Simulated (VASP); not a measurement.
Wanted: the native input for a VASP 6.6.1 run.

```
Task                   : single point
Functional             : r2SCAN
Potentials or basis    : VASP PAW PBE potentials, release 64 (B, As)
Cutoff                 : 520 eV
k mesh                 : 10 × 10 × 10
Occupations            : gaussian, width 0.05 eV
Spin                   : no spin polarisation
Dipole correction      : no
Further INCAR settings : ALGO = Normal; EDIFF = 1e-06; NBANDS = 11
```

BAs:

```
B As
1.0
     0.00000    2.57958    2.38850
     2.57958    0.00000    2.38850
     2.57958    2.57958    0.00000
B As
1 1
Direct
  0.00000 0.00000 0.00000
  0.75000 0.75000 0.75000
```

This cell differs from its parent crystal: strain +0.080 along x and y, +0.000 along z.

The input as run:

POSCAR

```
BAs
1.0
    0.0000000000      2.5795800000      2.3885000000
    2.5795800000      0.0000000000      2.3885000000
    2.5795800000      2.5795800000      0.0000000000
B As
1 1
Direct
    0.0000000000      0.0000000000      0.0000000000
    0.7500000000      0.7500000000      0.7500000000
```

INCAR.step1

```
PREC = Accurate
ENCUT = 520
ISMEAR = 0
SIGMA = 0.05
LREAL = F
LASPH = T
NELM = 100
NBANDS = 11
GGA = PE
ALGO = Normal
EDIFF = 1E-4
LWAVE = T
LCHARG = F
```

INCAR.step2

```
PREC = Accurate
ENCUT = 520
EDIFF = 1E-6
ISMEAR = 0
SIGMA = 0.05
LREAL = F
LASPH = T
NELM = 100
ALGO = Normal
ISIF = 2
LWAVE = F
LCHARG = F
METAGGA = R2SCAN
LMIXTAU = T
NBANDS = 11
ISTART = 1
```

KPOINTS

```
regular mesh
0
Gamma
  10 10 10
```

Potentials or basis: VASP PAW PBE potentials, release 64 (B, As).

Launch:

```sh
$ cat potpaw_PBE.64/B/POTCAR potpaw_PBE.64/As/POTCAR > POTCAR
$ cp INCAR.step1 INCAR
$ mpirun -np 1 vasp_std > vasp.out
$ cp INCAR.step2 INCAR
$ mpirun -np 1 vasp_std > vasp.out
```

Results of the run:

| Item | Value |
| --- | --- |
| Pressure | -15.4 GPa |
| Band gap on the k mesh | 0.46 eV, indirect (least direct gap 2.53 eV) |

Caveat: the cell differs from its parent crystal (strain +0.080 along x and y, +0.000 along z); the PAW data sets were made with another functional, which shifts forces and pressure a little.

Wall time 2.6 min on 1 thread of Intel(R) Xeon(R) Platinum 8259CL CPU @ 2.50GHz (Skylake/Cascade Lake), on a shared host, peak memory 0.18 GiB.
